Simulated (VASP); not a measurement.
# Hg (R-3m) in VASP: further runs

Runs on Hg. Level: LDA. Tasks: single point.

Program: VASP 6.6.1. These are calculated values, not measurements. Logs are shortened: lines on timing, memory, paths and dates and some standing lists are left out, and cuts for length are marked.

## (1) The cell of the first run

The structure is trigonal, space group R-3m (No. 166). Conventional cell: a = 3.471 Å, b = 3.471 Å, c = 6.724 Å, α = 90.00°, β = 90.00°, γ = 120.00°. Within 4.0 Å of Hg (site symmetry -3m) lie 12 Hg at 3.01 to 3.47 Å.

## (2) Single point, LDA (volume scaled by 1.01)

INCAR

```
SYSTEM = Hg
PREC = Accurate
ENCUT = 520
EDIFF = 1E-6
ISMEAR = -1
SIGMA = 0.03
LREAL = .False.
LASPH = .True.
NELM = 60
ALGO = Normal
ISIF = 2
LWAVE = .False.
LCHARG = .False.
NBANDS = 12
```

KPOINTS

```
Automatic mesh
0
Gamma
  12 12 12
  0 0 0
```

POSCAR

```
Hg
1.0
    1.7357480073      1.0021345793      2.2414219814
   -1.7357480073      1.0021345793      2.2414219814
    0.0000000000     -2.0042691585      2.2414219814
Hg
1
Direct
    0.0000000000      0.0000000000      0.0000000000
```

Potentials or basis: VASP PAW LDA potentials, release 64 (Hg).

Started as:

```
> cat potpaw_LDA.64/Hg/POTCAR > POTCAR
> mpirun -np 1 vasp_std > vasp.out
```

OUTCAR:

```text
SYSTEM = Hg
   PREC = Accurate
   ENCUT = 520
   EDIFF = 1E-6
   ISMEAR = -1
   LREAL = .False.
   LASPH = .True.
   NELM = 60
   ISIF = 2

 ion  position               nearest neighbor table
   1  0.000  0.000  0.000-

  LATTYP: Found a trigonal (rhomboedric) cell.
 ALAT       =     3.0068367695
 COS(alpha) =     0.3335253405

  Lattice vectors:

 A1 = (   1.7357480073,   1.0021345793,   2.2414219814)
 A2 = (  -1.7357480073,   1.0021345793,   2.2414219814)
 A3 = (   0.0000000000,  -2.0042691585,   2.2414219814)

Analysis of symmetry for initial positions (statically):
=====================================================================
 Subroutine PRICEL returns:
 Original cell was already a primitive cell.

 Routine SETGRP: Setting up the symmetry group for a
 trigonal (rhombohedral) supercell.

 Subroutine GETGRP returns: Found 12 space group operations
 (whereof 12 operations were pure point group operations)
 out of a pool of 12 trial point group operations.

The static configuration has the point symmetry D_3d.

Analysis of symmetry for dynamics (positions and initial velocities):
=====================================================================
 Subroutine PRICEL returns:
 Original cell was already a primitive cell.

 Routine SETGRP: Setting up the symmetry group for a
 trigonal (rhombohedral) supercell.

 Subroutine GETGRP returns: Found 12 space group operations
 (whereof 12 operations were pure point group operations)
 out of a pool of 12 trial point group operations.

The dynamic configuration has the point symmetry D_3d.

 Subroutine INISYM returns: Found 12 space group operations
 (whereof 12 operations are pure point group operations),
 and found     1 'primitive' translations

----------------------------------------------------------------------------------------

                                     Primitive cell

  volume of cell :      23.3931

  direct lattice vectors                    reciprocal lattice vectors
     1.735748007  1.002134579  2.241421981     0.288060247  0.166311661  0.148715117
    -1.735748007  1.002134579  2.241421981    -0.288060247  0.166311661  0.148715117
     0.000000000 -2.004269159  2.241421981     0.000000000 -0.332623322  0.148715118

  length of vectors
     3.006836770  3.006836770  3.006836770     0.364354856  0.364354856  0.364354856

  position of ions in fractional coordinates (direct lattice)
     0.000000000  0.000000000  0.000000000

  ion indices of the primitive-cell ions
   primitive index   ion index
                 1           1

----------------------------------------------------------------------------------------

 KPOINTS: Automatic mesh

Automatic generation of k-mesh.
 Grid dimensions read from file:
 generate k-points for:   12   12   12

 Generating k-lattice:

  Cartesian coordinates                     Fractional coordinates (reciprocal lattice)
     0.024005021  0.013859305  0.012392926     0.083333333  0.000000000  0.000000000
    -0.024005021  0.013859305  0.012392926     0.000000000  0.083333333  0.000000000
     0.000000000 -0.027718610  0.012392926     0.000000000  0.000000000  0.083333333

  Length of vectors
     0.030362905  0.030362905  0.030362905

  Shift w.r.t. Gamma in fractional coordinates (k-lattice)
     0.000000000  0.000000000  0.000000000

 Subroutine IBZKPT returns following result:
 ===========================================

 Found    189 irreducible k-points:

 Following reciprocal coordinates:
            Coordinates               Weight
  0.000000  0.000000  0.000000      1.000000
  0.083333  0.000000  0.000000      6.000000
  0.166667  0.000000 -0.000000      6.000000
  0.250000  0.000000  0.000000      6.000000
  0.333333 -0.000000  0.000000      6.000000
  0.416667 -0.000000  0.000000      6.000000
[... 16 lines left out ...]
  0.500000  0.166667 -0.000000     12.000000
 -0.416667  0.166667  0.000000     12.000000
 [... further k-points ...]
   k-points           NKPTS =    189   k-points in BZ     NKDIM =    189   number of bands    NBANDS=     12
   number of dos      NEDOS =    301   number of ions     NIONS =      1
   total plane-waves  NPLWV =  13824
   dimension x,y,z NGX =    24 NGY =   24 NGZ =   24
   dimension x,y,z NGXF=    48 NGYF=   48 NGZF=   48
   ions per type =               1
   NGX,Y,Z   is equivalent  to a cutoff of  13.27, 13.27, 13.27 a.u.
   NGXF,Y,Z  is equivalent  to a cutoff of  26.54, 26.54, 26.54 a.u.
 SYSTEM =  Hg
   PREC   = accura    normal or accurate (medium, high low for compatibility)
   ISTART =      0    job   : 0-new  1-cont  2-samecut
   ICHARG =      2    charge: 1-file 2-atom 10-const
   ISPIN  =      1    spin polarized calculation?
   LNONCOLLINEAR =      F non collinear calculations
   LSORBIT =      F    spin-orbit coupling
   LASPH  =      T    aspherical Exc in radial PAW
   ENCUT  =  520.0 eV  38.22 Ry    6.18 a.u.   5.59  5.59  5.59*2*pi/ulx,y,z
   NELM   =     60;   NELMIN=  2; NELMDL= -5     # of ELM steps
   EDIFF  = 0.1E-05   stopping-criterion for ELM
   LREAL  =      F    real-space projection
   EDIFFG = 0.1E-04   stopping-criterion for IOM
   NSW    =      0    number of steps for IOM
   IBRION =     -1    ionic relax: 0-MD 1-quasi-New 2-CG
   NFREE  =      0    steps in history (QN), initial steepest desc. (CG)
   ISIF   =      2    stress and relaxation
   ISYM   =      2    0-nonsym 1-usesym 2-fastsym
   POTIM  = 0.5000    time-step for ionic-motion
   TEBEG  =    0.0;   TEEND  =   0.0 temperature during run
   PSTRESS=    0.0 pullay stress
   NELECT =      12.0000    total number of electrons
   NUPDOWN=      -1.0000    fix difference up-down
   EMIN   =  10.00;   EMAX   =-10.00  energy-range for DOS
   EFERMI =   0.00;   METHOD = LEGACY
   ISMEAR =    -1;   SIGMA  =   0.03  broadening in eV -4-tet -1-fermi 0-gaus
   EFERMI_NEDOS =   21; number of points for ismear=-14 and -15
   IALGO  =     38    algorithm
   IMIX   =      4    mixing-type and parameters
     AMIX     =   0.40;   BMIX     =  1.00
     AMIX_MAG =   1.60;   BMIX_MAG =  1.00
  volume/ion in A,a.u.               =      23.39       157.86
  Fermi-wavevector in a.u.,A,eV,Ry     =   1.310507  2.476499 23.367038  1.717429
  Thomas-Fermi vector in A             =   2.441033
   LORBIT       =      0    0 simple, 1 ext, 2 COOP (PROOUT), +10 PAW based schemes
   GGA     = CA    functional components
   LHFCALC =     F    Hartree Fock is set to
   AEXX    =    0.0000 exact exchange contribution
   IVDW    =     0    specifies the selected vdW correction
   LEPSILON=     F    determine dielectric tensor
   LRPA    =     F    only Hartree local field effects (RPA)
 non-spin polarized calculation
  energy-cutoff  :      520.00
  volume of cell :       23.39
 maximum number of plane-waves:       647
   NGX = 11   NGY = 11   NGZ = 11

 number of electron      12.0000003 magnetization

 Free energy of the ion-electron system (eV)
  ---------------------------------------------------
  ext. energy  EPLUGINS =         0.00000000
  ---------------------------------------------------
  free energy    TOTEN  =        -0.95840223 eV

  energy without entropy =       -0.95715769  energy(sigma->0) =       -0.95777996

 E-fermi :   2.5178     XC(G=0): -11.2113

 val. band max:        2.4861347707   @ k =  -0.4167   0.5000   0.0833
 cond. band min:       2.5252454589   @ k =  -0.4167   0.2500   0.0833
 fundamental gap:      0.0391106883
 Fermi energy:         2.5178426042

 k-point     1 :       0.0000    0.0000    0.0000
  band No.  band energies     occupation
      1      -6.6624      2.00000
      2      -5.0908      2.00000
      3      -5.0908      2.00000
      4      -3.7862      2.00000
      5      -3.6116      2.00000
      6      -3.6116      2.00000
      7      14.7986      0.00000
      8      15.1748      0.00000
      9      15.1748      0.00000
     10      19.7456      0.00000
     11      20.9613      0.00000
     12      20.9613      0.00000

 k-point     2 :       0.0833    0.0000    0.0000
  band No.  band energies     occupation
      1      -6.5069      2.00000
      2      -5.0799      2.00000
      3      -5.0431      2.00000
      4      -3.7824      2.00000
      5      -3.6318      2.00000
      6      -3.6188      2.00000
      7      13.5478      0.00000
      8      14.9689      0.00000
      9      15.2643      0.00000
     10      20.2531      0.00000
     11      20.8854      0.00000
     12      21.9066      0.00000

 k-point     3 :       0.1667    0.0000   -0.0000
  band No.  band energies     occupation
      1      -6.1130      2.00000
      2      -5.0582      2.00000
      3      -4.8467      2.00000
      4      -3.7623      2.00000
      5      -3.6759      2.00000
      6      -3.6280      2.00000
      7      10.8199      0.00000
      8      15.1723      0.00000
      9      15.4552      0.00000
     10      20.4651      0.00000
     11      20.7077      0.00000
     12      22.2143      0.00000
[... 286 lines left out ...]
 k-point    23 :       0.5000    0.1667   -0.0000
  band No.  band energies     occupation
      1      -5.4325      2.00000
      2      -4.8798      2.00000
      3      -4.0901      2.00000
      4      -3.7627      2.00000
      5      -3.3766      2.00000
      6       0.1443      2.00000
      7       2.1443      1.99999
      8      11.7831      0.00000
      9      14.6163      0.00000
     10      18.5600      0.00000
     11      20.5757      0.00000
     12      21.8197      0.00000

 k-point    24 :      -0.4167    0.1667    0.0000
  band No.  band energies     occupation
      1      -5.4064      2.00000
      2      -4.9109      2.00000
      3      -3.9821      2.00000
      4      -3.7889      2.00000
      5      -3.4196      2.00000
      6      -0.1507      2.00000
      7       2.4306      1.89638
      8      10.9172      0.00000
      9      15.2530      0.00000
     10      18.4831      0.00000
     11      21.3012      0.00000
     12      22.4971      0.00000

 [... further k-points ...]

------------------------ aborting loop because EDIFF is reached ----------------------------------------

  FORCE on cell =-STRESS in cart. coord.  units (eV):
  Direction    XX          YY          ZZ          XY          YZ          ZX
  --------------------------------------------------------------------------------------
  -------------------------------------------------------------------------------------
  Total       -0.1616347     -0.1616347     -0.3248565      0.0000000     -0.0000000      0.0000000
  in kB      -11.0702565    -11.0702565    -22.2492090      0.0000000     -0.0000000      0.0000000
  external PRESSURE =     -14.7965740 kB  Pullay stress =       0.0000000 kB

 VOLUME and BASIS-vectors are now :
 -----------------------------------------------------------------------------
  energy-cutoff  :      520.00
  volume of cell :       23.39
      direct lattice vectors                 reciprocal lattice vectors
     1.735748007  1.002134579  2.241421981     0.288060247  0.166311661  0.148715117
    -1.735748007  1.002134579  2.241421981    -0.288060247  0.166311661  0.148715117
     0.000000000 -2.004269159  2.241421981     0.000000000 -0.332623322  0.148715118

 POSITION                                       TOTAL-FORCE (eV/Angst)
 -----------------------------------------------------------------------------------
      0.00000      0.00000      0.00000        -0.000000      0.000000      0.000000
 -----------------------------------------------------------------------------------
    total drift:                               -0.000000     -0.000000     -0.000000

  FREE ENERGIE OF THE ION-ELECTRON SYSTEM (eV)
  ---------------------------------------------------
  free  energy   TOTEN  =        -0.9584022326 eV

  energy  without entropy=       -0.9571576946  energy(sigma->0) =       -0.95777996
```

Run time: 15 s. Hardware: 1 thread of Intel Xeon Platinum 8559C (Emerald Rapids), shared host; peak memory 0.17 GiB.

What came out:

| Quantity | Value |
| --- | --- |
| Free energy | -0.9584 eV |
| Pressure | -1.5 GPa |
| Band gap on the k mesh | zero (band 6 reaches 3.77 eV, above the bottom of band 7 at 0.57 eV) |

Stress tensor (GPa, compression positive):
```
-1.11  0.00  0.00
 0.00 -1.11  0.00
 0.00  0.00 -2.22
```

Caveat: spin-orbit coupling is left out, which moves the levels of the heavy elements.

## (3) Single point, LDA (volume scaled by 1.04)

INCAR

```
SYSTEM = Hg
PREC     = Accurate       ! precision mode
ENCUT    = 520            ! plane-wave cutoff, eV
EDIFF    = 1E-6           ! SCF threshold, eV
ISMEAR   = -1             ! smearing method
SIGMA    = 0.03           ! smearing width, eV
LREAL    = .False.        ! projectors in reciprocal space
LASPH    = .True.         ! aspherical terms in the spheres
NELM     = 60             ! most SCF steps
ALGO     = Normal         ! electronic algorithm
ISIF     = 2              ! what is computed and relaxed
LWAVE    = .False.        ! write WAVECAR
LCHARG   = .True.         ! write CHGCAR
LELF     = .True.         ! ELF
LVHAR    = .True.       
NBANDS   = 12             ! bands
```

KPOINTS

```
regular mesh
0
Gamma
  12 12 12
  0 0 0
```

POSCAR

```
Hg
1.0
    1.7527662299      1.0119600547      2.2633981081
   -1.7527662299      1.0119600547      2.2633981081
    0.0000000000     -2.0239201093      2.2633981081
Hg
1
Direct
    0.0000000000      0.0000000000      0.0000000000
```

Potentials or basis: VASP PAW LDA potentials, release 64 (Hg).

Started as:

```
> cat potpaw_LDA.64/Hg/POTCAR > POTCAR
> mpirun -np 1 vasp_std > vasp.out
```

Run time: 19 s. Hardware: 1 thread of Intel Xeon Platinum 8559C (Emerald Rapids), shared host; peak memory 0.17 GiB.

It converged, with:

* Free energy: -0.9499 eV
* Pressure: -2.6 GPa
* Band gap on the k mesh: zero (band 6 reaches 3.41 eV, above the bottom of band 7 at 0.47 eV)

Stress tensor (GPa, compression positive):
```
-2.05  0.00  0.00
 0.00 -2.05  0.00
 0.00  0.00 -3.77
```

Levels at points of the mesh, in eV from the Fermi level:
| k point | band 2 | band 3 | band 4 | band 5 | band 6 | band 7 | band 8 | band 9 | band 10 | band 11 |
| --- | --- | --- | --- | --- | --- | --- | --- | --- | --- | --- |
| (0.00, 0.00, 0.00) | -7.48 | -7.48 | -6.25 | -6.09 | -6.09 | 12.18 | 12.44 | 12.44 | 16.90 | 18.10 |
| (0.50, 0.00, 0.00) | -7.50 | -6.26 | -6.14 | -5.77 | -2.16 | -1.81 | 12.29 | 12.44 | 17.02 | 17.26 |
| (0.50, 0.50, 0.00) | -7.76 | -6.00 | -5.82 | -5.34 | 0.00 | 0.71 | 4.73 | 9.88 | 10.00 | 15.25 |
| (0.50, 0.50, 0.50) | -7.10 | -7.10 | -5.43 | -5.43 | -0.05 | 1.21 | 9.21 | 9.21 | 11.11 | 14.72 |

Caveat: spin-orbit coupling is left out, which moves the levels of the heavy elements.
